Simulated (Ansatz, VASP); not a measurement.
## Two plane-wave programs on ZnO

```
Zn O
1.0
     3.47100    0.00000    0.00000
    -1.73550    3.00597    0.00000
     0.00000    0.00000    6.39827
Zn O
2 2
Direct
  0.00000 0.00000 0.75000
  0.00000 0.00000 0.25000
  0.33333 0.66667 0.25000
  0.66667 0.33333 0.75000
```

Alike in both runs: task single point; functional PBE; dispersion D3(BJ); k mesh 12 × 12 × 4; occupations gaussian, width 0.05 eV; no spin polarisation.

|  | VASP | Ansatz |
| --- | --- | --- |
| version | VASP 6.6.1 | Ansatz 0.2.0 |
| potentials or method | VASP PAW PBE potentials, release 64 (Zn, O), cutoff 520 eV | scalar-relativistic, plane waves, PAW |
| valence electrons in the cell | 36 | 36 |

VASP gave:

| Item | Value |
| --- | --- |
| gap on the k mesh at the Fermi level (eV) | 0.50 |
| least direct gap on the mesh (eV) | 0.50 |
| pressure (GPa) | -13.1 |
| traceless stress, the component that is largest in VASP (GPa) | 12.17 |

**Question.** Which values does Ansatz return?

**Answer.** gap on the k mesh at the Fermi level (eV): 0.51; least direct gap on the mesh (eV): 0.51; pressure (GPa): -13.6; traceless stress, the component that is largest in VASP (GPa): 12.72.
